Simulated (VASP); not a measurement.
Input of a VASP 6.6.1 run:

The input INCAR:

```
SYSTEM = MgAl16N16
PREC     = Accurate       ! precision mode
ENCUT    = 520            ! plane-wave cutoff, eV
EDIFF    = 1E-6           ! SCF threshold, eV
ISMEAR   = -1             ! smearing method
SIGMA    = 0.01           ! smearing width, eV
LREAL    = Auto         
LASPH    = .True.         ! aspherical terms in the spheres
NELM     = 120            ! most SCF steps
ALGO     = Normal         ! electronic algorithm
ISIF     = 2              ! what is computed and relaxed
LWAVE    = .False.        ! write WAVECAR
LCHARG   = .False.        ! write CHGCAR
GGA      = PE             ! functional
NELECT   = 128.0        
NBANDS   = 87             ! bands
GGA_COMPAT= .False.
```

KPOINTS

```
Automatic mesh
0
Gamma
  1 1 1
  0 0 0
```

POSCAR

```
MgAl16N16
1.0
    6.2595139365      0.0000000578      0.0000000000
   -3.1297570183      5.4208980555      0.0000000000
    0.0000000000      0.0000000000     10.0348064907
Al N Mg
16 16 1
Direct
    0.3588899046      0.1794595032      0.2330889905
    0.1753079501      0.3501770795      0.5116934634
    0.3325273523      0.1652442624      0.7518589791
    0.1657684804      0.3318112716      0.9987622966
    0.3329418344      0.6660440996      0.2524663089
    0.1740547003      0.8250348231      0.5113092092
    0.3332940395      0.6658371239      0.7586288180
    0.1656923774      0.8333651746      0.9989509653
    0.8199432889      0.1789098902      0.2318207676
    0.6665457850      0.3326319478      0.5016158425
    0.8338004144      0.1653226729      0.7520231031
    0.6657768221      0.3330944307      0.9835270116
    0.8197112670      0.6402138173      0.2329713193
    0.6488696826      0.8236866865      0.5116855698
    0.8338755413      0.6666071500      0.7518829557
    0.6671531577      0.8332336585      0.9987553422
    0.3304232114      0.1667561596      0.4366177928
    0.1631793306      0.3239208823      0.1939934062
    0.3290328067      0.1658276029      0.9408014467
    0.1690003806      0.3335842137      0.6952076267
    0.3316467384      0.6673626519      0.4410396284
    0.1642685921      0.8349854720      0.1934066930
    0.3317226909      0.6671744596      0.9469005038
    0.1688277710      0.8302503424      0.6949830958
    0.8324013363      0.1662935023      0.4363196293
    0.6667800218      0.3321974560      0.1725202254
    0.8328815556      0.1661075069      0.9413510556
    0.6678687215      0.3312212653      0.6904150892
    0.8325681443      0.6687795811      0.4365847093
    0.6749914432      0.8356592278      0.1939966782
    0.8330549348      0.6698945993      0.9408369781
    0.6654874988      0.8300697923      0.6952050054
   -0.0016069801      0.0006249816      0.3505391283
```

Potentials or basis: VASP PAW PBE potentials, release 64 (Al, N, Mg).

Launch:

```bash
$ cat potpaw_PBE.64/Al/POTCAR potpaw_PBE.64/N/POTCAR potpaw_PBE.64/Mg/POTCAR > POTCAR
$ mpirun -np 1 vasp_gam > vasp.out
```

Problem. Estimate the largest force.

Solution. 0.696 eV/Å.

Forces on the atoms (eV/Å):
```
Al  -0.147 -0.296 -0.431
Al  -0.098  0.048 -0.473
Al   0.108 -0.066 -0.411
Al  -0.132  0.043 -0.376
Al   0.080 -0.047 -0.440
Al  -0.019  0.015 -0.418
Al   0.106 -0.066 -0.490
Al  -0.148  0.078 -0.399
Al   0.379 -0.214 -0.361
Al  -0.080  0.043 -0.287
Al   0.105 -0.064 -0.404
Al  -0.128  0.079 -0.349
Al   0.187  0.273 -0.430
Al  -0.094  0.060 -0.471
Al   0.106 -0.067 -0.407
Al  -0.104  0.087 -0.376
N   -0.140 -0.196  0.139
N   -0.156  0.120  0.421
N    0.253 -0.060  0.401
N   -0.186  0.091  0.525
N    0.173 -0.101  0.667
N   -0.213  0.116  0.514
N    0.203 -0.112  0.589
N   -0.180  0.106  0.532
N    0.391 -0.215  0.123
N   -0.229  0.138  0.093
N    0.142 -0.083  0.374
N   -0.168  0.100  0.440
N    0.096  0.206  0.143
N   -0.181  0.082  0.416
N    0.188 -0.185  0.402
N   -0.170  0.116  0.525
Mg   0.055 -0.027  0.221
```

Caveat: the k points lie up to 1.16 Å⁻¹ apart; the cell carries a net charge on a neutralising background, which shifts energy and pressure.
